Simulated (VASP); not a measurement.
# MnO (Fm-3m) in VASP: settings compared

The runs below take MnO through single point, with PBEsol, revPBE, BLYP, PBEsol+D3(BJ), PBE+D3(BJ).

All numbers are computed with VASP 6.6.1; they aren't measurements. Logs are shortened: lines on timing, memory, paths and dates and some standing lists are left out, and cuts for length are marked.

## (1) The cell of the first run

Symmetry: Fm-3m, No. 225, cubic system. The conventional cell has a = 4.388 Å, b = 4.388 Å, c = 4.388 Å, α = 90.00°, β = 90.00°, γ = 90.00°. Within 2.9 Å of Mn (site symmetry m-3m) lie 6 O at 2.19 Å. Within 2.9 Å of O (site symmetry m-3m) lie 6 Mn at 2.19 Å.

## (2) Single point, PBEsol, collinear spin, ferromagnetic start (volume scaled by 0.96)

Contents of INCAR:

```
PREC = Accurate
ENCUT = 520
EDIFF = 1E-7
ISMEAR = -1
SIGMA = 0.05
LREAL = F
LASPH = T
NELM = 150
ALGO = Normal
ISIF = 2
LWAVE = F
LCHARG = F
ISPIN = 2
MAGMOM = 4 0
LORBIT = 11
LMAXMIX = 4
GGA = PS
NBANDS = 20
```

Contents of KPOINTS:

```
Automatic mesh
0
Gamma
  10 10 10
```

Contents of POSCAR:

```
MnO
1.0
    0.0000000000      2.1938512115      2.1938512115
    2.1938512115      0.0000000000      2.1938512115
    2.1938512115      2.1938512115      0.0000000000
Mn O
1 1
Direct
    0.0000000000      0.0000000000      0.0000000000
    0.5000000000      0.5000000000      0.5000000000
```

Potentials or basis: VASP PAW PBE potentials, release 64 (Mn_pv, O).

On the command line:

```bash
cat potpaw_PBE.64/Mn_pv/POTCAR potpaw_PBE.64/O/POTCAR > POTCAR
mpirun -np 1 vasp_std > vasp.out
```

OUTCAR:

```text
PREC = Accurate
   ENCUT = 520
   EDIFF = 1E-7
   ISMEAR = -1
   LREAL = F
   LASPH = T
   NELM = 150
   ISIF = 2
   ISPIN = 2
   LORBIT = 11
   GGA = PS

 ion  position               nearest neighbor table
   1  0.000  0.000  0.000-   2 2.19   2 2.19   2 2.19   2 2.19   2 2.19   2 2.19
   2  0.500  0.500  0.500-   1 2.19   1 2.19   1 2.19   1 2.19   1 2.19   1 2.19

  LATTYP: Found a face centered cubic cell.
 ALAT       =     4.3877024230

  Lattice vectors:

 A1 = (   0.0000000000,   2.1938512115,   2.1938512115)
 A2 = (   2.1938512115,   0.0000000000,   2.1938512115)
 A3 = (   2.1938512115,   2.1938512115,   0.0000000000)

Analysis of symmetry for initial positions (statically):
=====================================================================
 Subroutine PRICEL returns:
 Original cell was already a primitive cell.

 Routine SETGRP: Setting up the symmetry group for a
 face centered cubic supercell.

 Subroutine GETGRP returns: Found 48 space group operations
 (whereof 48 operations were pure point group operations)
 out of a pool of 48 trial point group operations.

The static configuration has the point symmetry O_h .

Analysis of symmetry for dynamics (positions and initial velocities):
=====================================================================
 Subroutine PRICEL returns:
 Original cell was already a primitive cell.

 Routine SETGRP: Setting up the symmetry group for a
 face centered cubic supercell.

 Subroutine GETGRP returns: Found 48 space group operations
 (whereof 48 operations were pure point group operations)
 out of a pool of 48 trial point group operations.

The dynamic configuration has the point symmetry O_h .

Analysis of structural, dynamic, and magnetic symmetry:
=====================================================================
 Subroutine PRICEL returns:
 Original cell was already a primitive cell.

 Routine SETGRP: Setting up the symmetry group for a
 face centered cubic supercell.

 Subroutine GETGRP returns: Found 48 space group operations
 (whereof 48 operations were pure point group operations)
 out of a pool of 48 trial point group operations.

The overall configuration has the point symmetry O_h .

 Subroutine INISYM returns: Found 48 space group operations
 (whereof 48 operations are pure point group operations),
 and found     1 'primitive' translations

----------------------------------------------------------------------------------------

                                     Primitive cell

  volume of cell :      21.1179

  direct lattice vectors                    reciprocal lattice vectors
     0.000000000  2.193851212  2.193851212    -0.227909713  0.227909713  0.227909713
     2.193851212  0.000000000  2.193851212     0.227909713 -0.227909713  0.227909713
     2.193851212  2.193851212  0.000000000     0.227909713  0.227909713 -0.227909713

  length of vectors
     3.102574137  3.102574137  3.102574137     0.394751202  0.394751202  0.394751202

  position of ions in fractional coordinates (direct lattice)
     0.000000000  0.000000000  0.000000000
     0.500000000  0.500000000  0.500000000

  ion indices of the primitive-cell ions
   primitive index   ion index
                 1           1
                 2           2

----------------------------------------------------------------------------------------

 KPOINTS: Automatic mesh

Automatic generation of k-mesh.
 Grid dimensions read from file:
 generate k-points for:   10   10   10

 Generating k-lattice:

  Cartesian coordinates                     Fractional coordinates (reciprocal lattice)
    -0.022790971  0.022790971  0.022790971     0.100000000  0.000000000  0.000000000
     0.022790971 -0.022790971  0.022790971     0.000000000  0.100000000  0.000000000
     0.022790971  0.022790971 -0.022790971     0.000000000  0.000000000  0.100000000

  Length of vectors
     0.039475120  0.039475120  0.039475120

  Shift w.r.t. Gamma in fractional coordinates (k-lattice)
     0.000000000  0.000000000  0.000000000

 Subroutine IBZKPT returns following result:
 ===========================================

 Found     47 irreducible k-points:

 Following reciprocal coordinates:
            Coordinates               Weight
  0.000000  0.000000  0.000000      1.000000
  0.100000  0.000000  0.000000      8.000000
  0.200000  0.000000  0.000000      8.000000
  0.300000  0.000000  0.000000      8.000000
  0.400000  0.000000  0.000000      8.000000
  0.500000  0.000000  0.000000      4.000000
[... 16 lines left out ...]
  0.300000  0.300000  0.000000      6.000000
  0.400000  0.300000  0.000000     24.000000
 [... further k-points ...]
   k-points           NKPTS =     47   k-points in BZ     NKDIM =     47   number of bands    NBANDS=     20
   number of dos      NEDOS =    301   number of ions     NIONS =      2
   total plane-waves  NPLWV =  13824
   dimension x,y,z NGX =    24 NGY =   24 NGZ =   24
   dimension x,y,z NGXF=    48 NGYF=   48 NGZF=   48
   ions per type =               1   1
   NGX,Y,Z   is equivalent  to a cutoff of  12.86, 12.86, 12.86 a.u.
   NGXF,Y,Z  is equivalent  to a cutoff of  25.72, 25.72, 25.72 a.u.
 SYSTEM =  unknown system
   PREC   = accura    normal or accurate (medium, high low for compatibility)
   ISTART =      0    job   : 0-new  1-cont  2-samecut
   ICHARG =      2    charge: 1-file 2-atom 10-const
   ISPIN  =      2    spin polarized calculation?
   LNONCOLLINEAR =      F non collinear calculations
   LSORBIT =      F    spin-orbit coupling
   LASPH  =      T    aspherical Exc in radial PAW
   ENCUT  =  520.0 eV  38.22 Ry    6.18 a.u.   5.77  5.77  5.77*2*pi/ulx,y,z
   NELM   =    150;   NELMIN=  2; NELMDL= -5     # of ELM steps
   EDIFF  = 0.1E-06   stopping-criterion for ELM
   LREAL  =      F    real-space projection
   EDIFFG = 0.1E-05   stopping-criterion for IOM
   NSW    =      0    number of steps for IOM
   IBRION =     -1    ionic relax: 0-MD 1-quasi-New 2-CG
   NFREE  =      0    steps in history (QN), initial steepest desc. (CG)
   ISIF   =      2    stress and relaxation
   ISYM   =      2    0-nonsym 1-usesym 2-fastsym
   POTIM  = 0.5000    time-step for ionic-motion
   TEBEG  =    0.0;   TEEND  =   0.0 temperature during run
   PSTRESS=    0.0 pullay stress
   NELECT =      19.0000    total number of electrons
   NUPDOWN=      -1.0000    fix difference up-down
   EMIN   =  10.00;   EMAX   =-10.00  energy-range for DOS
   EFERMI =   0.00;   METHOD = LEGACY
   ISMEAR =    -1;   SIGMA  =   0.05  broadening in eV -4-tet -1-fermi 0-gaus
   EFERMI_NEDOS =   21; number of points for ismear=-14 and -15
   IALGO  =     38    algorithm
   IMIX   =      4    mixing-type and parameters
     AMIX     =   0.40;   BMIX     =  1.00
     AMIX_MAG =   1.60;   BMIX_MAG =  1.00
  volume/ion in A,a.u.               =      10.56        71.26
  Fermi-wavevector in a.u.,A,eV,Ry     =   1.580431  2.986581 33.984116  2.497762
  Thomas-Fermi vector in A             =   2.680660
   LORBIT       =     11    0 simple, 1 ext, 2 COOP (PROOUT), +10 PAW based schemes
   GGA     = PS    functional components
   LHFCALC =     F    Hartree Fock is set to
   AEXX    =    0.0000 exact exchange contribution
   IVDW    =     0    specifies the selected vdW correction
   LEPSILON=     F    determine dielectric tensor
   LRPA    =     F    only Hartree local field effects (RPA)
 spin polarized calculation
  energy-cutoff  :      520.00
  volume of cell :       21.12
 maximum number of plane-waves:       588
   NGX = 11   NGY = 11   NGZ = 11

 number of electron      19.0000002 magnetization       4.6071917

 Free energy of the ion-electron system (eV)
  ---------------------------------------------------
  ext. energy  EPLUGINS =         0.00000000
  ---------------------------------------------------
  free energy    TOTEN  =       -17.24502608 eV

  energy without entropy =      -17.23465693  energy(sigma->0) =      -17.23984151

 E-fermi :   7.9128     XC(G=0): -12.3388

 val. band max:        7.9051179958   @ k =   0.5000   0.2000   0.1000
 cond. band min:       7.9331216667   @ k =  -0.3000   0.3000   0.0000
 fundamental gap:      0.0280036708
 Fermi energy:         7.9127987375

 spin component 1

 k-point     1 :       0.0000    0.0000    0.0000
  band No.  band energies     occupation
      1     -42.2715      1.00000
      2     -42.2715      1.00000
      3     -42.2715      1.00000
      4     -12.6998      1.00000
      5       3.9036      1.00000
      6       3.9036      1.00000
[... 12 lines left out ...]
     19      28.2191      0.00000
     20      28.2191      0.00000
[... 507 lines left out ...]
 k-point    24 :       0.4000    0.3000    0.0000
  band No.  band energies     occupation
      1     -42.3282      1.00000
      2     -42.2954      1.00000
      3     -42.2932      1.00000
      4     -11.7910      1.00000
      5       0.3504      1.00000
      6       2.3389      1.00000
[... 12 lines left out ...]
     19      33.1647      0.00000
     20      34.7641      0.00000

 [... further k-points ...]

 spin component 2

 k-point     1 :       0.0000    0.0000    0.0000
  band No.  band energies     occupation
      1     -37.7950      1.00000
      2     -37.7950      1.00000
      3     -37.7950      1.00000
      4     -12.2450      1.00000
      5       4.3107      1.00000
      6       4.3107      1.00000
[... 12 lines left out ...]
     19      30.4085      0.00000
     20      30.4085      0.00000
[... 507 lines left out ...]
 k-point    24 :       0.4000    0.3000    0.0000
  band No.  band energies     occupation
      1     -37.8656      1.00000
      2     -37.8244      1.00000
      3     -37.8216      1.00000
      4     -11.3585      1.00000
      5       1.1334      1.00000
      6       3.1130      1.00000
[... 12 lines left out ...]
     19      34.2345      0.00000
     20      35.7867      0.00000

 [... further k-points ...]

------------------------ aborting loop because EDIFF is reached ----------------------------------------

  FORCE on cell =-STRESS in cart. coord.  units (eV):
  Direction    XX          YY          ZZ          XY          YZ          ZX
  --------------------------------------------------------------------------------------
  -------------------------------------------------------------------------------------
  Total       -0.4933367     -0.4933367     -0.4933367      0.0000000      0.0000000     -0.0000000
  in kB      -37.4285034    -37.4285034    -37.4285034      0.0000000      0.0000000     -0.0000000
  external PRESSURE =     -37.4285034 kB  Pullay stress =       0.0000000 kB

 VOLUME and BASIS-vectors are now :
 -----------------------------------------------------------------------------
  energy-cutoff  :      520.00
  volume of cell :       21.12
      direct lattice vectors                 reciprocal lattice vectors
     0.000000000  2.193851212  2.193851212    -0.227909713  0.227909713  0.227909713
     2.193851212  0.000000000  2.193851212     0.227909713 -0.227909713  0.227909713
     2.193851212  2.193851212  0.000000000     0.227909713  0.227909713 -0.227909713

 POSITION                                       TOTAL-FORCE (eV/Angst)
 -----------------------------------------------------------------------------------
      0.00000      0.00000      0.00000        -0.000000     -0.000000      0.000000
      2.19385      2.19385      2.19385         0.000000      0.000000     -0.000000
 -----------------------------------------------------------------------------------
    total drift:                                0.000000     -0.000000     -0.000000

  FREE ENERGIE OF THE ION-ELECTRON SYSTEM (eV)
  ---------------------------------------------------
  free  energy   TOTEN  =       -17.2450260787 eV

  energy  without entropy=      -17.2346569337  energy(sigma->0) =      -17.23984151

 total charge

# of ion       s       p       d       tot
------------------------------------------
    1        0.212   6.192   5.000  11.404
    2        1.557   3.403   0.000   4.960
--------------------------------------------------
tot          1.769   9.596   5.000  16.364

 magnetization (x)

# of ion       s       p       d       tot
------------------------------------------
    1        0.032   0.026   4.140   4.198
    2        0.031   0.155   0.000   0.186
--------------------------------------------------
tot          0.063   0.181   4.140   4.384
```

It took 31 s on 1 thread of AMD EPYC 9R45 (Zen 5), shared host; peak memory 0.14 GiB.

Results:

| Item | Value |
| --- | --- |
| Free energy | -17.2450 eV |
| Pressure | -3.7 GPa |
| Net moment | 4.61 μB per cell |
| Site moments | Mn +4.20; O +0.19 μB |
| Valence electrons inside the program's atomic spheres | Mn 11.40; O 4.96 |

Levels at points of the mesh, in eV from the Fermi level:
Spin up:
| k point | band 10 | band 11 | band 12 | band 13 | band 14 | band 15 |
| --- | --- | --- | --- | --- | --- | --- |
| (0.00, 0.00, 0.00) | -3.26 | -2.71 | -2.71 | -0.44 | 13.89 | 16.50 |
| (0.50, 0.00, 0.00) | -1.83 | 0.31 | 0.31 | 3.41 | 7.98 | 11.98 |
| (0.50, 0.50, 0.00) | -1.97 | -1.97 | -1.82 | 5.18 | 7.90 | 10.49 |
Spin down:
```tsv
k point	band 4	band 5	band 6	band 7	band 8	band 9	band 10	band 11
(0.00, 0.00, 0.00)	-20.16	-3.60	-3.60	-3.60	0.52	0.52	0.52	0.79
(0.50, 0.00, 0.00)	-19.09	-7.81	-5.19	-5.19	1.81	1.84	1.84	3.64
(0.50, 0.50, 0.00)	-19.15	-6.80	-4.62	-4.62	-1.17	1.83	2.11	2.31
```

Caveat: the PAW data sets were made with another functional, which shifts forces and pressure a little; a cell with one magnetic atom can't hold antiferromagnetic order, which such compounds often take; semilocal functionals often make such compounds metallic where correlation or magnetic order opens a gap, which also shifts bond lengths.

(Part 1 of 2 ends here.)
